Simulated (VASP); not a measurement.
# Y (Fd-3m) in VASP: a series of runs, part 2 of 2

VASP 6.6.1.

## Step 3: Single point, PBE

This run uses another cell than the first one, of 18.66 Å³/atom.

Input file INCAR:

```
PREC = Accurate
ENCUT = 520
EDIFF = 1E-6
ISMEAR = -1
SIGMA = 0.05
LREAL = F
LASPH = T
NELM = 80
ALGO = Normal
ISIF = 2
LWAVE = F
LCHARG = F
GGA = PE
NBANDS = 18
```

Input file KPOINTS:

```
Automatic mesh
0
Gamma
  4 4 4
```

Input file POSCAR:

```
Y
1.0
    0.0000000000      2.6522862412      2.6522862412
    2.6522862412      0.0000000000      2.6522862412
    2.6522862412      2.6522862412      0.0000000000
Y
2
Direct
    0.0000000000      0.0000000000      0.0000000000
    0.2500000000      0.2500000000      0.2500000000
```

Potentials or basis: VASP PAW PBE potentials, release 64 (Y_sv).

Started as:

```bash
$ cat potpaw_PBE.64/Y_sv/POTCAR > POTCAR
$ mpirun -np 1 vasp_std > vasp.out
```

OUTCAR:

```text
PREC = Accurate
   ENCUT = 520
   EDIFF = 1E-6
   ISMEAR = -1
   LREAL = F
   LASPH = T
   NELM = 80
   ISIF = 2
   GGA = PE

 ion  position               nearest neighbor table
   1  0.000  0.000  0.000-   2 2.30   2 2.30   2 2.30   2 2.30
   2  0.250  0.250  0.250-   1 2.30   1 2.30   1 2.30   1 2.30

  LATTYP: Found a face centered cubic cell.
 ALAT       =     5.3045724824

  Lattice vectors:

 A1 = (   0.0000000000,   2.6522862412,   2.6522862412)
 A2 = (   2.6522862412,   0.0000000000,   2.6522862412)
 A3 = (   2.6522862412,   2.6522862412,   0.0000000000)

Analysis of symmetry for initial positions (statically):
=====================================================================
 Subroutine PRICEL returns:
 Original cell was already a primitive cell.

 Routine SETGRP: Setting up the symmetry group for a
 face centered cubic supercell.

 Subroutine GETGRP returns: Found 48 space group operations
 (whereof 24 operations were pure point group operations)
 out of a pool of 48 trial point group operations.

The static configuration has the point symmetry T_d .
 The point group associated with its full space group is O_h .

Analysis of symmetry for dynamics (positions and initial velocities):
=====================================================================
 Subroutine PRICEL returns:
 Original cell was already a primitive cell.

 Routine SETGRP: Setting up the symmetry group for a
 face centered cubic supercell.

 Subroutine GETGRP returns: Found 48 space group operations
 (whereof 24 operations were pure point group operations)
 out of a pool of 48 trial point group operations.

The dynamic configuration has the point symmetry T_d .
 The point group associated with its full space group is O_h .

 Subroutine INISYM returns: Found 48 space group operations
 (whereof 24 operations are pure point group operations),
[... 91 lines left out ...]
   NUPDOWN=      -1.0000    fix difference up-down
   EMIN   =  10.00;   EMAX   =-10.00  energy-range for DOS
   EFERMI =   0.00;   METHOD = LEGACY
   ISMEAR =    -1;   SIGMA  =   0.05  broadening in eV -4-tet -1-fermi 0-gaus
   EFERMI_NEDOS =   21; number of points for ismear=-14 and -15
   IALGO  =     38    algorithm
   IMIX   =      4    mixing-type and parameters
     AMIX     =   0.40;   BMIX     =  1.00
     AMIX_MAG =   1.60;   BMIX_MAG =  1.00
  volume/ion in A,a.u.               =      18.66       125.91
  Fermi-wavevector in a.u.,A,eV,Ry     =   1.372731  2.594085 25.638675  1.884389
  Thomas-Fermi vector in A             =   2.498311
   LORBIT       =      0    0 simple, 1 ext, 2 COOP (PROOUT), +10 PAW based schemes
   GGA     = PE    functional components
   LHFCALC =     F    Hartree Fock is set to
   AEXX    =    0.0000 exact exchange contribution
   IVDW    =     0    specifies the selected vdW correction
   LEPSILON=     F    determine dielectric tensor
   LRPA    =     F    only Hartree local field effects (RPA)
 non-spin polarized calculation
  energy-cutoff  :      520.00
  volume of cell :       37.32
 maximum number of plane-waves:      1036
   NGX = 13   NGY = 13   NGZ = 13

 number of electron      22.0000002 magnetization

 Free energy of the ion-electron system (eV)
  ---------------------------------------------------
  ext. energy  EPLUGINS =         0.00000000
  ---------------------------------------------------
  free energy    TOTEN  =        -5.52932261 eV

  energy without entropy =       -5.51488943  energy(sigma->0) =       -5.52210602

 E-fermi :   6.4643     XC(G=0): -11.6741

 val. band max:        5.7557169925   @ k =   0.5000   0.0000   0.0000
 cond. band min:       6.4926480659   @ k =   0.5000   0.0000   0.0000
 fundamental gap:      0.7369310734
 Fermi energy:         6.4643419545

 k-point     1 :       0.0000    0.0000    0.0000
  band No.  band energies     occupation
      1     -38.0918      2.00000
      2     -34.4553      2.00000
      3     -18.4281      2.00000
      4     -18.4281      2.00000
      5     -18.4281      2.00000
      6     -15.0397      2.00000
[... 145 lines left out ...]
      5     -16.3949      2.00000
      6     -16.3949      2.00000
[... 10 lines left out ...]
     17      14.0588      0.00000
     18      14.0589      0.00000

------------------------ aborting loop because EDIFF is reached ----------------------------------------

  FORCE on cell =-STRESS in cart. coord.  units (eV):
  Direction    XX          YY          ZZ          XY          YZ          ZX
  --------------------------------------------------------------------------------------
  -------------------------------------------------------------------------------------
  Total       13.9539307     13.9539307     13.9539307      0.0000000      0.0000000     -0.0000000
  in kB      599.1229702    599.1229702    599.1229702      0.0000000      0.0000000     -0.0000000
  external PRESSURE =     599.1229702 kB  Pullay stress =       0.0000000 kB

 VOLUME and BASIS-vectors are now :
 -----------------------------------------------------------------------------
  energy-cutoff  :      520.00
  volume of cell :       37.32
      direct lattice vectors                 reciprocal lattice vectors
     0.000000000  2.652286241  2.652286241    -0.188516606  0.188516606  0.188516606
     2.652286241  0.000000000  2.652286241     0.188516606 -0.188516606  0.188516606
     2.652286241  2.652286241  0.000000000     0.188516606  0.188516606 -0.188516606

 POSITION                                       TOTAL-FORCE (eV/Angst)
 -----------------------------------------------------------------------------------
      0.00000      0.00000      0.00000        -0.000000     -0.000000     -0.000000
      1.32614      1.32614      1.32614         0.000000      0.000000      0.000000
 -----------------------------------------------------------------------------------
    total drift:                                0.000000      0.000000      0.000000

  FREE ENERGIE OF THE ION-ELECTRON SYSTEM (eV)
  ---------------------------------------------------
  free  energy   TOTEN  =        -5.5293226100 eV

  energy  without entropy=       -5.5148894284  energy(sigma->0) =       -5.52210602
```

OSZICAR:

```text
N       E                     dE             d eps       ncg     rms          rms(c)
DAV:   1     0.106245282606E+03    0.10625E+03   -0.12214E+04   288   0.125E+03
DAV:   2    -0.795525593103E+00   -0.10704E+03   -0.10509E+03   346   0.291E+02
DAV:   3    -0.572715310083E+01   -0.49316E+01   -0.48761E+01   460   0.434E+01
DAV:   4    -0.583524197497E+01   -0.10809E+00   -0.10805E+00   362   0.703E+00
DAV:   5    -0.583784530837E+01   -0.26033E-02   -0.26032E-02   404   0.709E-01    0.621E+01
DAV:   6    -0.560342741774E+01    0.23442E+00   -0.15004E-01   414   0.200E+00    0.365E+01
DAV:   7    -0.552803227349E+01    0.75395E-01   -0.29932E-01   438   0.228E+00    0.107E+00
DAV:   8    -0.552934746889E+01   -0.13152E-02   -0.17344E-02   326   0.108E+00    0.312E-01
DAV:   9    -0.552934558856E+01    0.18803E-05   -0.68217E-04   358   0.160E-01    0.107E-01
DAV:  10    -0.552932312599E+01    0.22463E-04   -0.58977E-05   350   0.631E-02    0.104E-02
DAV:  11    -0.552932260997E+01    0.51603E-06   -0.50430E-06   392   0.132E-02
   1 F= -.55293226E+01 E0= -.55221060E+01  d E =-.144332E-01
```

Wall time 14 s (1 thread of Intel Xeon 8259CL, shared host); peak memory 0.17 GiB.

What came out:

| Item | Value |
| --- | --- |
| Free energy | -5.5293 eV |
| Pressure | 59.9 GPa |
| Band gap on the k mesh | zero (bands 11 and 12 overlap by 1.04 eV) |

Caveat: the k points lie up to 0.51 Å⁻¹ apart, too coarse for converged energies and pressures of a metal.

## Step 4: Single point, PBE

This run uses another cell than the first one, of 23.12 Å³/atom.

Input file INCAR:

```
SYSTEM = Y
PREC = Accurate ; ENCUT = 520
EDIFF = 1E-6 ; ISMEAR = -1
SIGMA = 0.05 ; LREAL = .FALSE.
LASPH = .TRUE. ; NELM = 60
ALGO = Normal ; ISIF = 2
LWAVE = .FALSE. ; LCHARG = .FALSE.
GGA = PE ; NBANDS = 18
```

Input file KPOINTS:

```
Automatic mesh
0
G
  4 4 4
  0 0 0
```

Input file POSCAR:

```
Y
1.0
    0.0000000000      2.8488154172      2.8488154172
    2.8488154172      0.0000000000      2.8488154172
    2.8488154172      2.8488154172      0.0000000000
Y
2
Direct
    0.0000000000      0.0000000000      0.0000000000
    0.2500000000      0.2500000000      0.2500000000
```

Started as:

```bash
$ cat potpaw_PBE.64/Y_sv/POTCAR > POTCAR
$ mpirun -np 1 vasp_std > vasp.out
```

Wall time 19 s (1 thread of Intel Xeon 8259CL, shared host); peak memory 0.17 GiB.

The run converged. Its results:

| Item | Value |
| --- | --- |
| Free energy | -7.5463 eV |
| Pressure | 20.1 GPa |
| Band gap on the k mesh | zero (bands 11 and 12 overlap by 1.47 eV) |

Levels at points of the mesh, in eV from the Fermi level:
```tsv
k point	band 8	band 9	band 10	band 11	band 12	band 13	band 14	band 15
(0.00, 0.00, 0.00)	-22.03	-4.52	-1.48	-1.48	0.68	0.68	0.68	3.68
(0.50, 0.00, 0.00)	-21.59	-2.08	-1.30	-1.30	-1.15	0.04	0.04	2.55
(0.50, 0.50, 0.00)	-21.12	-3.01	-3.01	0.08	0.08	2.17	2.17	2.58
```

Caveat: the k points lie up to 0.48 Å⁻¹ apart, too coarse for converged energies and pressures of a metal.

## Step 5: Single point, PBE

This run uses another cell than the first one, of 42.88 Å³/atom.

Input file INCAR:

```
SYSTEM = Y
PREC = Accurate
ENCUT = 520
EDIFF = 1E-6
ISMEAR = -1
SIGMA = 0.05
LREAL = .FALSE.
LASPH = .TRUE.
NELM = 100
ALGO = Normal
ISIF = 2
LWAVE = .FALSE.
LCHARG = .FALSE.
GGA = PE
NBANDS = 18
```

Input file KPOINTS:

```
regular mesh
0
G
  4 4 4
  0 0 0
```

Input file POSCAR:

```
Y
1.0
    0.0000000000      3.5000000000      3.5000000000
    3.5000000000      0.0000000000      3.5000000000
    3.5000000000      3.5000000000      0.0000000000
Y
2
Direct
    0.0000000000      0.0000000000      0.0000000000
    0.2500000000      0.2500000000      0.2500000000
```

Potentials or basis: VASP PAW PBE potentials, release 64 (Y_sv).

Started as:

```bash
$ cat potpaw_PBE.64/Y_sv/POTCAR > POTCAR
$ mpirun -np 1 vasp_std > vasp.out
```

OUTCAR:

```text
SYSTEM = Y
   PREC = Accurate
   ENCUT = 520
   EDIFF = 1E-6
   ISMEAR = -1
   LREAL = .FALSE.
   LASPH = .TRUE.
   NELM = 100
   ISIF = 2
   GGA = PE

 ion  position               nearest neighbor table
   1  0.000  0.000  0.000-   2 3.03   2 3.03   2 3.03   2 3.03
   2  0.250  0.250  0.250-   1 3.03   1 3.03   1 3.03   1 3.03

  LATTYP: Found a face centered cubic cell.
 ALAT       =     7.0000000000

  Lattice vectors:

 A1 = (   0.0000000000,   3.5000000000,   3.5000000000)
[... 336 lines left out ...]

------------------------ aborting loop because EDIFF is reached ----------------------------------------

  FORCE on cell =-STRESS in cart. coord.  units (eV):
  Direction    XX          YY          ZZ          XY          YZ          ZX
  --------------------------------------------------------------------------------------
  -------------------------------------------------------------------------------------
  Total        0.0725582      0.0725582      0.0725582     -0.0000000      0.0000000     -0.0000000
  in kB        1.3556976      1.3556976      1.3556976     -0.0000000      0.0000000     -0.0000000
  external PRESSURE =       1.3556976 kB  Pullay stress =       0.0000000 kB

 VOLUME and BASIS-vectors are now :
 -----------------------------------------------------------------------------
  energy-cutoff  :      520.00
  volume of cell :       85.75
      direct lattice vectors                 reciprocal lattice vectors
     0.000000000  3.500000000  3.500000000    -0.142857143  0.142857143  0.142857143
     3.500000000  0.000000000  3.500000000     0.142857143 -0.142857143  0.142857143
     3.500000000  3.500000000  0.000000000     0.142857143  0.142857143 -0.142857143

 POSITION                                       TOTAL-FORCE (eV/Angst)
 -----------------------------------------------------------------------------------
      0.00000      0.00000      0.00000         0.000000     -0.000000      0.000000
      1.75000      1.75000      1.75000        -0.000000      0.000000     -0.000000
 -----------------------------------------------------------------------------------
    total drift:                               -0.000000      0.000000      0.000000

  FREE ENERGIE OF THE ION-ELECTRON SYSTEM (eV)
  ---------------------------------------------------
  free  energy   TOTEN  =        -8.9136930858 eV

  energy  without entropy=       -8.8692297241  energy(sigma->0) =       -8.89146140
```

OSZICAR:

```text
N       E                     dE             d eps       ncg     rms          rms(c)
DAV:   1     0.911577833600E+02    0.91158E+02   -0.11482E+04   288   0.114E+03
DAV:   2    -0.127091071097E+01   -0.92429E+02   -0.91153E+02   338   0.244E+02
DAV:   3    -0.901951540787E+01   -0.77486E+01   -0.76555E+01   564   0.391E+01
DAV:   4    -0.923830096913E+01   -0.21879E+00   -0.21656E+00   344   0.777E+00
DAV:   5    -0.924477495030E+01   -0.64740E-02   -0.64301E-02   416   0.106E+00    0.166E+01
DAV:   6    -0.892040365919E+01    0.32437E+00   -0.70722E-01   306   0.357E+00    0.975E+00
DAV:   7    -0.891569241874E+01    0.47112E-02   -0.73761E-01   440   0.337E+00    0.174E+00
DAV:   8    -0.891411353849E+01    0.15789E-02   -0.10760E-01   338   0.168E+00    0.634E-01
DAV:   9    -0.891399964369E+01    0.11389E-03   -0.77390E-03   336   0.520E-01    0.220E-01
DAV:  10    -0.891368824502E+01    0.31140E-03   -0.14715E-03   422   0.225E-01    0.357E-02
DAV:  11    -0.891369920289E+01   -0.10958E-04   -0.21216E-04   396   0.801E-02    0.366E-02
DAV:  12    -0.891369463261E+01    0.45703E-05   -0.22350E-05   306   0.350E-02    0.115E-02
DAV:  13    -0.891369319654E+01    0.14361E-05   -0.35309E-06   288   0.104E-02    0.474E-03
DAV:  14    -0.891369308575E+01    0.11079E-06   -0.27446E-07   160   0.465E-03
   1 F= -.89136931E+01 E0= -.88914614E+01  d E =-.444634E-01
```

stdout:

```text
POSCAR found type information on POSCAR Y
 POSCAR found :  1 types and       2 ions
 scaLAPACK will be used
 LDA part: xc-table for (Slater+PW92), standard interpolation
 POSCAR, INCAR and KPOINTS ok, starting setup
 FFT: planning ... GRIDC
 FFT: planning ... GRID_SOFT
 FFT: planning ... GRID
 WAVECAR not read
 entering main loop
```

Run time: 45 s. Hardware: 1 thread of Intel Xeon 8259CL, shared host; peak memory 0.24 GiB.

What came out:

```yaml
Free_energy: -8.9137 eV
Pressure: 0.1 GPa
Band_gap_on_the_k_mesh: zero (bands 11 and 12 overlap by 0.78 eV)
```

Levels at points of the mesh, in eV from the Fermi level:
```csv
k point,band 6,band 7,band 8,band 9,band 10,band 11,band 12,band 13,band 14,band 15
"(0.00, 0.00, 0.00)",-22.75,-22.75,-22.75,-3.53,0.07,0.07,0.59,0.59,0.59,2.15
"(0.50, 0.00, 0.00)",-22.77,-22.68,-22.68,-1.59,-0.52,0.07,0.07,0.62,0.62,0.71
"(0.50, 0.50, 0.00)",-23.08,-22.60,-22.60,-0.87,-0.87,0.01,0.01,0.73,0.73,2.14
```

Caveat: the k points lie up to 0.39 Å⁻¹ apart, too coarse for converged energies and pressures of a metal.

## Step 6: Summary

```csv
cell,gap on the mesh (eV),pressure (GPa)
"a = 3.857 Å, angles 60.0°, 2 atoms",none,40.0
"a = 3.751 Å, angles 60.0°, 2 atoms",none,59.9
"a = 4.029 Å, angles 60.0°, 2 atoms",none,20.1
"a = 4.950 Å, angles 60.0°, 2 atoms",none,0.1
```

Alike in all rows: task single point; level PBE; potentials or basis VASP PAW PBE potentials, release 64 (Y_sv); no spin polarisation; k mesh 4 × 4 × 4; cutoff (eV) 520; smearing fermi-dirac 0.05 eV.

Caveats: all runs use coarse meshes.

Absolute energies hang on the potentials; compare differences alone.
